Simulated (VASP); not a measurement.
Wanted: the native input for a VASP 6.6.1 run.

| Property | Result |
| --- | --- |
| Task | single point |
| Functional | PBE |
| Potentials or basis | VASP PAW PBE potentials, release 64 (Ir) |
| Cutoff | 520 eV |
| k mesh | 22 × 22 × 22 |
| Occupations | gaussian, width 0.15 eV |
| Spin | no spin polarisation |
| Dipole correction | no |
| Further INCAR settings | ALGO = Normal; EDIFF = 1e-07; NBANDS = 10 |

The structure of Ir lies in POSCAR:

```
Ir
1.0
    0.0000000000      1.8621090000      1.8621090000
    1.8621090000      0.0000000000      1.8621090000
    1.8621090000      1.8621090000      0.0000000000
Ir
1
Direct
    0.0000000000      0.0000000000      0.0000000000
```

This cell differs from its parent crystal: strain -0.030 along x and y, -0.030 along z.

The input as run:

INCAR

```
SYSTEM = Ir
PREC = Accurate
ENCUT = 520
EDIFF = 1E-7
ISMEAR = 0
SIGMA = 0.15
LREAL = .False.
LASPH = .True.
NELM = 60
ALGO = Normal
ISIF = 2
LWAVE = .False.
LCHARG = .False.
GGA = PE
NBANDS = 10
```

KPOINTS

```
Automatic mesh
0
Gamma
  22 22 22
  0 0 0
```

Potentials or basis: VASP PAW PBE potentials, release 64 (Ir).

Run with:

```bash
$ cat potpaw_PBE.64/Ir/POTCAR > POTCAR
$ mpirun -np 1 vasp_std > vasp.out
```

It gave:

```
Pressure               : 55.4 GPa
Band gap on the k mesh : zero (an odd number of electrons rules out a gap without spin polarisation)
```

Caveat: the cell differs from its parent crystal (strain -0.030 along x and y, -0.030 along z); the cell stands under pressure; spin-orbit coupling is left out, which moves the levels of the heavy elements.

It took 41 s on 1 thread of AMD EPYC 7R13, on a shared host, peak memory 0.13 GiB.
